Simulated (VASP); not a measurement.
Input of a VASP 6.6.1 run:

Contents of INCAR:

```
PREC = Accurate
ENCUT = 520
EDIFF = 1E-7
ISMEAR = 0
SIGMA = 0.01
LREAL = F
LASPH = T
NELM = 100
ALGO = Normal
ISIF = 2
LWAVE = F
LCHARG = F
NBANDS = 20
```

Contents of KPOINTS:

```
regular mesh
0
Gamma
  12 12 4
```

POSCAR

```
Al2O3
1.0
    2.8843249500      0.0000000000      0.0000000000
   -1.4421624700      2.4978986800      0.0000000000
    0.0000000000      0.0000000000      9.3367544600
Al O
2 3
Direct
    0.0000000000      0.0000000000      0.1499923300
    0.0000000000      0.0000000000      0.8500076700
    0.3333333333      0.6666666667      0.2223169200
    0.6666666667      0.3333333333      0.0000000000
    0.3333333333      0.6666666667      0.7776830800
```

Potentials or basis: VASP PAW LDA potentials, release 64 (Al, O).

Run with:

```console
$ cat potpaw_LDA.64/Al/POTCAR potpaw_LDA.64/O/POTCAR > POTCAR
$ mpirun -np 1 vasp_std > vasp.out
```

(1) Estimate the pressure.

(2) Predict the band gap on the k mesh.

Answers

(1) -6.4 GPa.

(2) 4.74 eV (least direct gap 4.99 eV).

Caveat: the cell stands under tension.
